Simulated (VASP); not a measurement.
A run of VASP 6.6.1:

File INCAR:

```
SYSTEM = NbSnS4
PREC = Accurate
ENCUT = 520
EDIFF = 1E-7
ISMEAR = 0
SIGMA = 0.1
LREAL = .False.
LASPH = .True.
NELM = 80
ALGO = Normal
ISIF = 2
LWAVE = .False.
LCHARG = .True.
GGA = PE
LELF = .True.
LVHAR = .True.
NBANDS = 34
```

File KPOINTS:

```
regular mesh
0
Gamma
  4 4 4
  0 0 0
```

File POSCAR:

```
NbSnS4
1.0
    4.4358006300      0.0000000000      0.0000000000
    0.0000000000      4.4358006300      0.0000000000
    0.0000000000      0.0000000000      6.3742477700
Nb Sn S
1 1 4
Direct
    0.5000000000      0.5000000000      0.5000000000
    0.0000000000      0.0000000000      0.0000000000
    0.5000000000      0.0000000000      0.7631459800
    0.0000000000      0.5000000000      0.2368540200
    0.5000000000      0.0000000000      0.2368540200
    0.0000000000      0.5000000000      0.7631459800
```

Potentials or basis: VASP PAW PBE potentials, release 64 (Nb_sv, Sn_d, S).

Run with:

```sh
$ cat potpaw_PBE.64/Nb_sv/POTCAR potpaw_PBE.64/Sn_d/POTCAR potpaw_PBE.64/S/POTCAR > POTCAR
$ mpirun -np 1 vasp_std > vasp.out
```

Hardware: 1 thread of Intel Xeon 6975P-C, on a shared host.

Q: How long does it take, and how much memory?

A: It took 110 s on 1 thread of Intel Xeon 6975P-C (shared host), peak memory 0.27 GiB. Counts: scf iterations 17, k points 18.
